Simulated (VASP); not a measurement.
# CO2 (Pbca) in VASP: a series of runs

The runs below take CO2 through single point, with PBE.

Everything below comes from runs of VASP 6.6.1. Logs are shortened: lines on timing, memory, paths and dates and some standing lists are left out, and cuts for length are marked.

### 1 The cell of the first run

Symmetry: Pbca, No. 61, orthorhombic system. Conventional cell: a = 6.058 Å, b = 6.058 Å, c = 6.239 Å, α = 90.00°, β = 90.00°, γ = 90.00°. Within 1.6 Å of C (site symmetry -1) lie 2 O at 1.18 Å. O (site symmetry 1) has 1 C at 1.18 Å within 1.6 Å.

### 2 Single point, PBE (engineering shear strain xz +0.0000, normal strain along z +0.0300)

INCAR

```
ALGO     = Normal         # electronic algorithm
EDIFF    = 1E-6           # SCF threshold, eV
ENCUT    = 520            # plane-wave cutoff, eV
GGA      = PE             # functional
ISIF     = 2              # what is computed and relaxed
ISMEAR   = 0              # smearing method
LASPH    = T              # aspherical terms in the spheres
LCHARG   = F              # write CHGCAR
LREAL    = F              # projectors in reciprocal space
LWAVE    = F              # write WAVECAR
NBANDS   = 44             # bands
NELM     = 60             # most SCF steps
PREC     = Accurate       # precision mode
SIGMA    = 0.05           # smearing width, eV
```

KPOINTS

```
k-points
0
Gamma
  4 4 4
```

POSCAR

```
CO2
1.0
    6.0577362522      0.0000000000      0.0000000000
    0.0000000000      6.0577362522      0.0000000000
    0.0000000000      0.0000000000      6.2394683398
C O
4 8
Direct
    0.0000000000      0.0000000000      0.0000000000
    0.5000000000      0.0000000000      0.5000000000
    0.5000000000      0.5000000000      0.0000000000
    0.0000000000      0.5000000000      0.5000000000
    0.1114834447      0.1114834447      0.1114834447
    0.3885165553      0.8885165553      0.6114834447
    0.6114834447      0.3885165553      0.8885165553
    0.8885165553      0.6114834447      0.3885165553
    0.8885165553      0.8885165553      0.8885165553
    0.6114834447      0.1114834447      0.3885165553
    0.3885165553      0.6114834447      0.1114834447
    0.1114834447      0.3885165553      0.6114834447
```

Potentials or basis: VASP PAW PBE potentials, release 64 (C, O).

On the command line:

```bash
$ cat potpaw_PBE.64/C/POTCAR potpaw_PBE.64/O/POTCAR > POTCAR
$ mpirun -np 1 vasp_std > vasp.out
```

OUTCAR:

```text
EDIFF = 1E-6
   ENCUT = 520
   GGA = PE
   ISIF = 2
   ISMEAR = 0
   LASPH = T
   LREAL = F
   NELM = 60
   PREC = Accurate

 ion  position               nearest neighbor table
   1  0.000  0.000  0.000-   5 1.18   9 1.18
   2  0.500  0.000  0.500-   6 1.18  10 1.18
   3  0.500  0.500  0.000-   7 1.18  11 1.18
   4  0.000  0.500  0.500-   8 1.18  12 1.18
   5  0.111  0.111  0.111-   1 1.18
   6  0.389  0.889  0.611-   2 1.18
   7  0.611  0.389  0.889-   3 1.18
   8  0.889  0.611  0.389-   4 1.18
   9  0.889  0.889  0.889-   1 1.18
  10  0.611  0.111  0.389-   2 1.18
  11  0.389  0.611  0.111-   3 1.18
  12  0.111  0.389  0.611-   4 1.18

  LATTYP: Found a simple tetragonal cell.
 ALAT       =     6.0577362522
 C/A-ratio  =     1.0300000000

  Lattice vectors:

 A1 = (   6.0577362522,   0.0000000000,   0.0000000000)
 A2 = (   0.0000000000,   6.0577362522,   0.0000000000)
 A3 = (   0.0000000000,   0.0000000000,   6.2394683398)

Analysis of symmetry for initial positions (statically):
=====================================================================
 Subroutine PRICEL returns:
 Original cell was already a primitive cell.

 Routine SETGRP: Setting up the symmetry group for a
 simple tetragonal supercell.

 Subroutine GETGRP returns: Found  8 space group operations
 (whereof  2 operations were pure point group operations)
 out of a pool of 16 trial point group operations.

The static configuration has the point symmetry S_2 .
 The point group associated with its full space group is D_2h.

Analysis of symmetry for dynamics (positions and initial velocities):
=====================================================================
 Subroutine PRICEL returns:
 Original cell was already a primitive cell.

 Routine SETGRP: Setting up the symmetry group for a
 simple tetragonal supercell.

 Subroutine GETGRP returns: Found  8 space group operations
 (whereof  2 operations were pure point group operations)
 out of a pool of 16 trial point group operations.

The dynamic configuration has the point symmetry S_2 .
 The point group associated with its full space group is D_2h.

 Subroutine INISYM returns: Found  8 space group operations
 (whereof  2 operations are pure point group operations),
 and found     1 'primitive' translations

[... 116 lines left out ...]
   EDIFFG = 0.1E-04   stopping-criterion for IOM
   NSW    =      0    number of steps for IOM
   IBRION =     -1    ionic relax: 0-MD 1-quasi-New 2-CG
   NFREE  =      0    steps in history (QN), initial steepest desc. (CG)
   ISIF   =      2    stress and relaxation
   ISYM   =      2    0-nonsym 1-usesym 2-fastsym
   POTIM  = 0.5000    time-step for ionic-motion
   TEBEG  =    0.0;   TEEND  =   0.0 temperature during run
   PSTRESS=    0.0 pullay stress
   NELECT =      64.0000    total number of electrons
   NUPDOWN=      -1.0000    fix difference up-down
   EMIN   =  10.00;   EMAX   =-10.00  energy-range for DOS
   EFERMI =   0.00;   METHOD = LEGACY
   ISMEAR =     0;   SIGMA  =   0.05  broadening in eV -4-tet -1-fermi 0-gaus
   EFERMI_NEDOS =   21; number of points for ismear=-14 and -15
   IALGO  =     38    algorithm
   IMIX   =      4    mixing-type and parameters
     AMIX     =   0.40;   BMIX     =  1.00
     AMIX_MAG =   1.60;   BMIX_MAG =  1.00
  volume/ion in A,a.u.               =      19.08       128.76
  Fermi-wavevector in a.u.,A,eV,Ry     =   1.070398  2.022759 15.588908  1.145752
  Thomas-Fermi vector in A             =   2.206107
   LORBIT       =      0    0 simple, 1 ext, 2 COOP (PROOUT), +10 PAW based schemes
   GGA     = PE    functional components
   LHFCALC =     F    Hartree Fock is set to
   AEXX    =    0.0000 exact exchange contribution
   IVDW    =     0    specifies the selected vdW correction
   LEPSILON=     F    determine dielectric tensor
   LRPA    =     F    only Hartree local field effects (RPA)
 non-spin polarized calculation
 Gauss-broadening in eV      SIGMA  =   0.05
  energy-cutoff  :      520.00
  volume of cell :      228.96
 maximum number of plane-waves:      6240
 NGX is ok and might be reduce to    48
   NGX = 23   NGY = 23   NGZ = 23

 number of electron      63.9999992 magnetization

 Free energy of the ion-electron system (eV)
  ---------------------------------------------------
  ext. energy  EPLUGINS =         0.00000000
  ---------------------------------------------------
  free energy    TOTEN  =       -92.26728211 eV

  energy without entropy =      -92.26728211  energy(sigma->0) =      -92.26728211

 E-fermi :  -4.6382     XC(G=0):  -6.7761

 val. band max:       -4.9190706863   @ k =   0.0000   0.0000   0.0000
 cond. band min:       1.5863645888   @ k =   0.0000   0.0000   0.0000
 fundamental gap:      6.5054352751
 Fermi energy:        -4.6382090151

 k-point     1 :       0.0000    0.0000    0.0000
  band No.  band energies     occupation
      1     -25.1573      2.00000
      2     -25.0812      2.00000
      3     -25.0758      2.00000
      4     -25.0750      2.00000
      5     -24.1058      2.00000
      6     -24.1014      2.00000
[... 1117 lines left out ...]
     43       4.8057      0.00000
     44       4.8057      0.00000

 [... further k-points ...]
[... 5 lines left out ...]
  --------------------------------------------------------------------------------------
  -------------------------------------------------------------------------------------
  Total       -2.0633413     -2.0584174     -2.2923094      0.0000000      0.0000000      0.0000000
  in kB      -14.4382100    -14.4037551    -16.0404117      0.0000000      0.0000000      0.0000000
  external PRESSURE =     -14.9607923 kB  Pullay stress =       0.0000000 kB

 VOLUME and BASIS-vectors are now :
 -----------------------------------------------------------------------------
  energy-cutoff  :      520.00
  volume of cell :      228.96
      direct lattice vectors                 reciprocal lattice vectors
     6.057736252  0.000000000  0.000000000     0.165078168  0.000000000  0.000000000
     0.000000000  6.057736252  0.000000000     0.000000000  0.165078168  0.000000000
     0.000000000  0.000000000  6.239468340     0.000000000  0.000000000  0.160270066

 POSITION                                       TOTAL-FORCE (eV/Angst)
 -----------------------------------------------------------------------------------
      0.00000      0.00000      0.00000        -0.000000      0.000000     -0.000000
      3.02887      0.00000      3.11973        -0.000000      0.000000     -0.000000
      3.02887      3.02887      0.00000        -0.000000      0.000000     -0.000000
      0.00000      3.02887      3.11973        -0.000000      0.000000     -0.000000
      0.67534      0.67534      0.69560        -0.322800     -0.319345     -0.335376
      2.35353      5.38240      3.81533         0.322800      0.319345     -0.335376
      3.70421      2.35353      5.54387        -0.322800      0.319345      0.335376
      5.38240      3.70421      2.42414         0.322800     -0.319345      0.335376
      5.38240      5.38240      5.54387         0.322800      0.319345      0.335376
      3.70421      0.67534      2.42414        -0.322800     -0.319345      0.335376
      2.35353      3.70421      0.69560         0.322800     -0.319345     -0.335376
      0.67534      2.35353      3.81533        -0.322800      0.319345     -0.335376
 -----------------------------------------------------------------------------------
    total drift:                               -0.000000      0.000000      0.000000

  FREE ENERGIE OF THE ION-ELECTRON SYSTEM (eV)
  ---------------------------------------------------
  free  energy   TOTEN  =       -92.2672821146 eV

  energy  without entropy=      -92.2672821146  energy(sigma->0) =      -92.26728211
```

OSZICAR:

```text
N       E                     dE             d eps       ncg     rms          rms(c)
DAV:   1     0.440391621407E+03    0.44039E+03   -0.31856E+04  2384   0.128E+03
DAV:   2    -0.604228432903E+02   -0.50081E+03   -0.48596E+03  3120   0.308E+02
DAV:   3    -0.980549454095E+02   -0.37632E+02   -0.37376E+02  2848   0.904E+01
DAV:   4    -0.985865787096E+02   -0.53163E+00   -0.52842E+00  2804   0.118E+01
DAV:   5    -0.985961918851E+02   -0.96132E-02   -0.96090E-02  2724   0.154E+00    0.187E+01
DAV:   6    -0.927917725592E+02    0.58044E+01   -0.18787E+01  2728   0.225E+01    0.860E+00
DAV:   7    -0.923929710213E+02    0.39880E+00   -0.10836E+00  2700   0.560E+00    0.486E+00
DAV:   8    -0.922823860337E+02    0.11058E+00   -0.72378E-01  2708   0.384E+00    0.106E+00
DAV:   9    -0.922662773993E+02    0.16109E-01   -0.52976E-02  2576   0.127E+00    0.426E-01
DAV:  10    -0.922669718522E+02   -0.69445E-03   -0.11311E-02  2780   0.484E-01    0.807E-02
DAV:  11    -0.922672218854E+02   -0.25003E-03   -0.29885E-04  2636   0.957E-02    0.342E-02
DAV:  12    -0.922672817938E+02   -0.59908E-04   -0.51885E-05  2732   0.393E-02    0.566E-03
DAV:  13    -0.922672821146E+02   -0.32085E-06   -0.15874E-06  1924   0.756E-03
   1 F= -.92267282E+02 E0= -.92267282E+02  d E =-.938398E-17
```

stdout:

```text
POSCAR found type information on POSCAR C O
 POSCAR found :  2 types and      12 ions
 scaLAPACK will be used
 LDA part: xc-table for (Slater+PW92), standard interpolation
 POSCAR, INCAR and KPOINTS ok, starting setup
 FFT: planning ... GRIDC
 FFT: planning ... GRID_SOFT
 FFT: planning ... GRID
 WAVECAR not read
 entering main loop
```

Wall time 5.5 min (1 thread of Oxide Virtual Turin-like, shared host); peak memory 0.39 GiB.

Results:

* Free energy: -92.2673 eV
* Pressure: -1.5 GPa
* Largest force: 0.564 eV/Å
* Band gap on the k mesh: 6.51 eV

Forces on the atoms (eV/Å):
```
C    0.000  0.000  0.000
C    0.000  0.000  0.000
C    0.000  0.000  0.000
C    0.000  0.000  0.000
O   -0.323 -0.319 -0.335
O    0.323  0.319 -0.335
O   -0.323  0.319  0.335
O    0.323 -0.319  0.335
O    0.323  0.319  0.335
O   -0.323 -0.319  0.335
O    0.323 -0.319 -0.335
O   -0.323  0.319 -0.335
```

Caveat: the cell differs from its parent crystal (engineering shear strain xz +0.0000, normal strain along z +0.0300); this functional lacks dispersion, which holds the molecules together, so the pressure and a relaxed volume are unreliable.

### 3 Single point, PBE (engineering shear strain xz +0.0000, normal strain along z +0.0400)

INCAR

```
ALGO     = Normal         # electronic algorithm
EDIFF    = 1E-6           # SCF threshold, eV
ENCUT    = 520            # plane-wave cutoff, eV
GGA      = PE             # functional
ISIF     = 2              # what is computed and relaxed
ISMEAR   = 0              # smearing method
LASPH    = True           # aspherical terms in the spheres
LCHARG   = False          # write CHGCAR
LREAL    = False          # projectors in reciprocal space
LWAVE    = False          # write WAVECAR
NBANDS   = 44             # bands
NELM     = 80             # most SCF steps
PREC     = Accurate       # precision mode
SIGMA    = 0.05           # smearing width, eV
```

KPOINTS is that of step 2.

Edit POSCAR of step 2 so:

```diff
@@ -4,3 +4,3 @@
     0.0000000000      6.0577362522      0.0000000000
-    0.0000000000      0.0000000000      6.2394683398
+    0.0000000000      0.0000000000      6.3000457023
 C O
```

Potentials or basis: VASP PAW PBE potentials, release 64 (C, O).

On the command line:

```bash
$ cat potpaw_PBE.64/C/POTCAR potpaw_PBE.64/O/POTCAR > POTCAR
$ mpirun -np 1 vasp_std > vasp.out
```

Wall time 5 min (1 thread of Oxide Virtual Turin-like, shared host); peak memory 0.4 GiB.

The run converged. Its results:

```yaml
Free_energy: -92.2412 eV
Pressure: -2.3 GPa
Largest_force: 0.949 eV/Å
Band_gap_on_the_k_mesh: 6.47 eV
```

Forces in eV/Å, atoms in the order of the input:
```
C    0.000  0.000  0.000
C    0.000  0.000  0.000
C    0.000  0.000  0.000
C    0.000  0.000  0.000
O   -0.541 -0.536 -0.566
O    0.541  0.536 -0.566
O   -0.541  0.536  0.566
O    0.541 -0.536  0.566
O    0.541  0.536  0.566
O   -0.541 -0.536  0.566
O    0.541 -0.536 -0.566
O   -0.541  0.536 -0.566
```

Stress tensor (GPa, compression positive):
```
-2.25  0.00  0.00
 0.00 -2.24  0.00
 0.00  0.00 -2.52
```

Levels at points of the mesh, in eV from the valence-band top:
```tsv
k point	band 29	band 30	band 31	band 32	band 33	band 34	band 35	band 36
(0.00, 0.00, 0.00)	-0.12	-0.12	-0.05	0.00	6.47	7.90	7.94	7.96
(0.50, 0.00, 0.00)	-0.18	-0.18	-0.07	-0.07	7.75	7.75	7.91	7.91
(0.00, 0.50, 0.00)	-0.17	-0.17	-0.07	-0.07	7.75	7.75	7.87	7.87
(0.50, 0.50, 0.00)	-0.17	-0.17	-0.17	-0.17	7.86	7.86	7.86	7.86
(0.00, 0.00, 0.50)	-0.18	-0.18	-0.06	-0.06	7.66	7.66	7.88	7.88
(0.50, 0.00, 0.50)	-0.16	-0.16	-0.16	-0.16	7.87	7.87	7.87	7.87
(0.00, 0.50, 0.50)	-0.17	-0.17	-0.17	-0.17	7.86	7.86	7.86	7.86
(0.50, 0.50, 0.50)	-0.17	-0.17	-0.17	-0.17	7.90	7.90	7.90	7.90
```

Caveat: the cell differs from its parent crystal (engineering shear strain xz +0.0000, normal strain along z +0.0400); this functional lacks dispersion, which holds the molecules together, so the pressure and a relaxed volume are unreliable. A k mesh can miss the band edges.
